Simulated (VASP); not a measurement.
A run of VASP 6.6.1:

Contents of INCAR:

```
ALGO = Normal ; EDIFF = 1E-6
ENCUT = 500 ; GGA = PS
GGA_COMPAT = False ; ISIF = 2
ISMEAR = 0 ; ISPIN = 2
LASPH = True ; LCHARG = False
LDAU = True ; LDAUJ = 0 0
LDAUL = 2 -1 ; LDAUPRINT = 1
LDAUTYPE = 2 ; LDAUU = 3 0
LMAXMIX = 4 ; LORBIT = 11
LREAL = False ; LWAVE = False
MAGMOM = 1.78 -0.02 -0.01 -0.01 -0.01 -0.01 -0.02 -0.01 -0.1 -0.1 -0.1 -0.01 -0.1 -0.01 -0.01 -0.01 ; NBANDS = 54
NELM = 200 ; NUPDOWN = 0.75
PREC = Accurate ; SIGMA = 0.05
```

The input KPOINTS:

```
k-points
0
Gamma
  3 3 3
```

POSCAR

```
VSi15
1.0
    0.0000000000      5.4370000000      5.4370000000
    5.4370000000      0.0000000000      5.4370000000
    5.4370000000      5.4370000000      0.0000000000
V Si
1 15
Direct
    0.0000000000      1.0000000000      0.0000000000
    0.9989704830      0.9989704830      0.5010295170
    0.9989704830      0.5010295170      0.9989704830
    0.9989704830      0.5010295170      0.5010295170
    0.5010295170      0.9989704830      0.9989704830
    0.5010295170      0.9989704830      0.5010295170
    0.5010295170      0.5010295170      0.9989704830
    0.5000000000      0.5000000000      0.5000000000
    0.1302364601      0.1302364601      0.1302364601
    0.1302364601      0.1302364601      0.6092906198
    0.1302364601      0.6092906198      0.1302364601
    0.1259483344      0.6246838885      0.6246838885
    0.6092906198      0.1302364601      0.1302364601
    0.6246838885      0.1259483344      0.6246838885
    0.6246838885      0.6246838885      0.1259483344
    0.6246838885      0.6246838885      0.6246838885
```

Potentials or basis: VASP PAW PBE potentials, release 64 (V_sv, Si).

The run is started by

```bash
$ cat potpaw_PBE.64/V_sv/POTCAR potpaw_PBE.64/Si/POTCAR > POTCAR
$ mpirun -np 1 vasp_std > vasp.out
```

Hardware: 1 thread of Oxide Virtual Turin-like Processor (shared host).

Task: Estimate the wall time of this run.

Result: Run time: 10 min on 1 thread of Oxide Virtual Turin-like Processor (shared host), peak memory 0.58 GiB. Counts: scf iterations 24, k points 6.
